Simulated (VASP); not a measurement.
Wanted: the native input for a VASP 6.6.1 run.

```
Task                   : relaxation of cell and atoms
Functional             : PBE
Dispersion             : D3(BJ)
Potentials or basis    : VASP PAW PBE potentials, release 64 (Se, In_d)
Cutoff                 : 600 eV
k mesh                 : 9 × 9 × 1
Occupations            : gaussian, width 0.03 eV
Spin                   : no spin polarisation
Further INCAR settings : ALGO = Normal; EDIFF = 1e-06; IBRION = 2; EDIFFG = -0.01; NSW = 90; ISIF = 3
```

The structure of InSe lies in POSCAR:

```
InSe
1.0
    4.0000000000      0.0000000000      0.0000000000
   -2.0000000000      3.4641016200      0.0000000000
    0.0000000000      0.0000000000     48.6777120000
Se In
8 8
Direct
    0.0000000000      0.0000000000      0.1848895400
    0.0000000000      0.0000000000      0.2949545400
    0.6666666700      0.3333333300      0.3582748500
    0.6666666700      0.3333333300      0.4683398400
    0.3333333300      0.6666666700      0.5316601600
    0.3333333300      0.6666666700      0.6417251500
    0.0000000000      0.0000000000      0.7050454600
    0.0000000000      0.0000000000      0.8151104600
    0.6666666700      0.3333333300      0.2109146800
    0.6666666700      0.3333333300      0.2688600500
    0.3333333300      0.6666666700      0.3842999900
    0.3333333300      0.6666666700      0.4422453500
    0.0000000000      0.0000000000      0.5576852900
    0.0000000000      0.0000000000      0.6156306600
    0.6666666700      0.3333333300      0.7310706000
    0.6666666700      0.3333333300      0.7890159700
```

The input as run:

INCAR

```
ALGO     = Normal         # electronic algorithm
EDIFF    = 1E-6           # SCF threshold, eV
EDIFFG   = -0.01          # ionic threshold
ENCUT    = 600            # plane-wave cutoff, eV
GGA      = PE             # functional
IBRION   = 2              # ionic algorithm
ISIF     = 3              # what is computed and relaxed
ISMEAR   = 0              # smearing method
IVDW     = 12             # dispersion correction
KPAR     = 8            
LASPH    = T              # aspherical terms in the spheres
LATTICE_CONSTRAINTS= .TRUE. .TRUE. .FALSE.
LCHARG   = F              # write CHGCAR
LREAL    = F              # projectors in reciprocal space
LWAVE    = F              # write WAVECAR
NELM     = 80             # most SCF steps
NSW      = 90             # ionic steps
PREC     = Accurate       # precision mode
SIGMA    = 0.03           # smearing width, eV
```

KPOINTS

```
k-points
0
Gamma
  9 9 1
```

Potentials or basis: VASP PAW PBE potentials, release 64 (Se, In_d).

Run with:

```bash
$ cat potpaw_PBE.64/Se/POTCAR potpaw_PBE.64/In_d/POTCAR > POTCAR
$ mpirun -np 8 vasp_std > vasp.out
```

It gave:

```yaml
Relaxed_cell: a = 4.033 Å, b = 4.033 Å, c = 48.678 Å, α = 90.00°, β = 90.00°, γ = 120.00°
Space_group_after_relaxing_to_0.1_Å: P3m1 (No. 156)
Energy_gained_by_relaxing: 4.5 meV/atom
Ionic_steps: 55
Largest_force_after_relaxing: 0.008 eV/Å
Band_gap_on_the_k_mesh: 0.68 eV (least direct gap 0.71 eV)
Dispersion_energy_per_atom: -0.279 eV
```

Caveat: spin-orbit coupling is left out, which moves the levels of the heavy elements.

Run time: 100 min on 8 MPI ranks on Intel(R) Xeon(R) 6975P-C (Granite Rapids) (shared host), peak memory 1.3 GiB a rank.
